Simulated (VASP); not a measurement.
A run of VASP 6.6.1:

File INCAR:

```
SYSTEM = BaS
ALGO = Normal
EDIFF = 1E-6
ENCUT = 520
GGA = CA
ISIF = 2
ISMEAR = 0
LASPH = .TRUE.
LCHARG = .FALSE.
LREAL = .FALSE.
LWAVE = .FALSE.
NBANDS = 15
NELM = 80
PREC = Accurate
SIGMA = 0.01
```

File KPOINTS:

```
k-points
0
G
  8 8 8
  0 0 0
```

POSCAR

```
BaS
1.0
    0.0000000000      3.1357496114      3.1357496114
    3.1357496114      0.0000000000      3.1357496114
    3.1357496114      3.1357496114      0.0000000000
Ba S
1 1
Direct
    0.0000000000      0.0000000000      0.0000000000
    0.5000000000      0.5000000000      0.5000000000
```

Potentials or basis: VASP PAW LDA potentials, release 64 (Ba_sv, S).

The run is started by

```console
$ cat potpaw_LDA.64/Ba_sv/POTCAR potpaw_LDA.64/S/POTCAR > POTCAR
$ mpirun -np 1 vasp_std > vasp.out
```

Hardware: 1 thread of AMD EPYC 7R13 (shared host).

Q: How long does it take, and how much memory?

A: It took 54 s on 1 thread of AMD EPYC 7R13, on a shared host, peak memory 0.15 GiB. Counts: scf iterations 12, k points 29.
